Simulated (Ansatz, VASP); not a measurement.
# Two plane-wave programs on Co

File INCAR:

```
PREC     = Accurate       # precision mode
ENCUT    = 520            # plane-wave cutoff, eV
EDIFF    = 1E-6           # SCF threshold, eV
ISMEAR   = -1             # smearing method
SIGMA    = 0.15           # smearing width, eV
LREAL    = F              # projectors in reciprocal space
LASPH    = T              # aspherical terms in the spheres
NELM     = 150            # most SCF steps
ALGO     = Normal         # electronic algorithm
ISIF     = 2              # what is computed and relaxed
LWAVE    = F              # write WAVECAR
LCHARG   = T              # write CHGCAR
ISPIN    = 2              # spin polarisation
MAGMOM   = 2.5 2.5 2.5 2.5 # initial moments
LORBIT   = 11             # projections on sites
LMAXMIX  = 4              # l up to which the mixer works
GGA      = PE             # functional
LELF     = T              # ELF
LVHAR    = T            
NBANDS   = 30             # bands
```

KPOINTS

```
regular mesh
0
Gamma
  11 11 3
```

File POSCAR:

```
Co
1.0
    2.5137244025      0.0000000000      0.0000000000
   -1.2568622012      2.1769491875      0.0000000000
    0.0000000000      0.0000000000      8.2295414916
Co
4
Direct
    0.0000000000      0.0000000000      0.0000000000
    0.3333333333      0.6666666667      0.2500000000
    0.0000000000      0.0000000000      0.5000000000
    0.6666666667      0.3333333333      0.7500000000
```

Input for Ansatz:

```yaml
crystal:
  lattice:
    - [2.513724402480251, 0.0, 0.0]
    - [-1.2568622012401256, 2.1769491875077147, 0.0]
    - [0.0, 0.0, 8.22954149158155]
  atoms:
    - { symbol: Co, position: [0.0, 0.0, 0.0], spin: 2.5 }
    - { symbol: Co, position: [0.3333333333333333, 0.6666666666666666, 0.25], spin: 2.5 }
    - { symbol: Co, position: [0.0, 0.0, 0.5], spin: 2.5 }
    - { symbol: Co, position: [0.6666666666666666, 0.3333333333333333, 0.75], spin: 2.5 }
basis:
  ecutwfc: 462.593566181796
kpoints:
  mp_grid:
    grid: [11, 11, 3]
magnetization:
  spin_polarized: true
scf:
  occupations:
    method: fermi_dirac
    width: 0.15
output:
  stress: true
```

Alike in both runs: task single point; functional PBE; k mesh 11 × 11 × 3; occupations fermi-dirac, width 0.15 eV; collinear spin.

```csv
,VASP,Ansatz
version,VASP 6.6.1,Ansatz 0.2.0
potentials or method,"VASP PAW PBE potentials, release 64 (Co), cutoff 520 eV","plane waves, PAW"
valence electrons in the cell,36,68
```

VASP gave:

* pressure (GPa): -7.0
* traceless stress, the component that is largest in VASP (GPa): -0.90
* net moment per atom (μB): 1.62
* size of the moment on the site where the two differ most (μB): 1.65

Problem. What did Ansatz give for the same quantities?

Solution. Pressure (GPa): -6.4; traceless stress, the component that is largest in VASP (GPa): -0.90; net moment per atom (μB): 1.63; size of the moment on the site where the two differ most (μB): 1.71.

Site moments also hang on the region over which each program counts them. The functional is the same, so the differences come from potentials, cutoffs and numerics. VASP's potentials hold 36 valence electrons a cell and Ansatz's 68, so a difference there can come from the potentials and not from the codes.
